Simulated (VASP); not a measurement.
Set up this calculation in VASP 6.6.1, as the native input.

- Task: single point
- Functional: PBE
- Potentials or basis: VASP PAW PBE potentials, release 64 (Zn, S)
- Cutoff: 520 eV
- k mesh: 7 × 7 × 3
- Occupations: gaussian, width 0.05 eV
- Spin: no spin polarisation
- Dipole correction: no
- Further INCAR settings: ALGO = Normal; EDIFF = 1e-06; NBANDS = 46

The structure of ZnS lies in POSCAR:

```
ZnS
1.0
   -2.7046500000     -2.7046500000      0.0000000000
    2.7046500000     -2.7046500000      0.0000000000
    0.0000000000      0.0000000000     11.0686000000
Zn S
4 4
Direct
    0.0000000000      0.0000000000      0.9163252354
    0.5000000000      0.5000000000      0.1832650471
    0.0000000000      0.0000000000      0.4276184432
    0.5000000000      0.5000000000      0.6719718393
    0.5000000000      0.0000000000      0.3054417451
    0.0000000000      0.5000000000      0.5497951412
    0.5000000000      0.0000000000      0.7941485373
    0.0000000000      0.5000000000      0.0610883490
```

The input as run:

INCAR

```
SYSTEM = ZnS
PREC = Accurate
ENCUT = 520
EDIFF = 1E-6
ISMEAR = 0
SIGMA = 0.05
LREAL = .FALSE.
LASPH = .TRUE.
NELM = 100
ALGO = Normal
ISIF = 2
LWAVE = .FALSE.
LCHARG = .FALSE.
GGA = PE
NBANDS = 46
```

KPOINTS

```
regular mesh
0
G
  7 7 3
  0 0 0
```

Potentials or basis: VASP PAW PBE potentials, release 64 (Zn, S).

Run with:

```sh
$ cat potpaw_PBE.64/Zn/POTCAR potpaw_PBE.64/S/POTCAR > POTCAR
$ mpirun -np 1 vasp_std > vasp.out
```

It gave:

| Item | Value |
| --- | --- |
| Pressure | 0.1 GPa |
| Largest force | 1.002 eV/Å |
| Band gap on the k mesh | 1.87 eV |

Caveat: forces of over 1 eV/Å act on the atoms, so gaps and moduli don't describe the material at rest.

Wall time 6.3 min on 1 thread of Intel Xeon 8259CL, on a shared host, peak memory 0.35 GiB.
